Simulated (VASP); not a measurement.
A run of VASP 6.6.1:

File INCAR:

```
PREC     = Accurate       # precision mode
ENCUT    = 600            # plane-wave cutoff, eV
EDIFF    = 1E-6           # SCF threshold, eV
ISMEAR   = 0              # smearing method
SIGMA    = 0.1            # smearing width, eV
LREAL    = False          # projectors in reciprocal space
LASPH    = True           # aspherical terms in the spheres
NELM     = 100            # most SCF steps
ALGO     = Normal         # electronic algorithm
ISIF     = 3              # what is computed and relaxed
LWAVE    = False          # write WAVECAR
LCHARG   = False          # write CHGCAR
GGA      = PE             # functional
IBRION   = 2              # ionic algorithm
NSW      = 90             # ionic steps
EDIFFG   = -0.04          # ionic threshold
```

The input KPOINTS:

```
Automatic mesh
0
Gamma
  6 6 6
```

The input POSCAR:

```
ScB2P3
1.0
    2.6013694000      1.5019013200      4.2138642000
   -2.6013694000      1.5019013200      4.2138642000
    0.0000000000     -3.0038026400      4.2138642000
Sc B P
1 2 3
Direct
    0.5000000000      0.5000000000      0.5000000000
    0.1244259900      0.1244259900      0.1244259900
    0.8755740100      0.8755740100      0.8755740100
    0.5000000000      0.0000000000      0.5000000000
    0.0000000000      0.5000000000      0.5000000000
    0.5000000000      0.5000000000      0.0000000000
```

Potentials or basis: VASP PAW PBE potentials, release 64 (Sc_sv, B, P).

The run is started by

```sh
$ cat potpaw_PBE.64/Sc_sv/POTCAR potpaw_PBE.64/B/POTCAR potpaw_PBE.64/P/POTCAR > POTCAR
$ mpirun -np 1 vasp_std > vasp.out
```

Hardware: 1 thread of Oxide Virtual Turin-like Processor, on a shared host.

How long does it take, and how much memory?

Run time: 62 min on 1 thread of Oxide Virtual Turin-like Processor (shared host), peak memory 0.29 GiB. Counts: scf iterations 247, k points 32, ion steps 29.
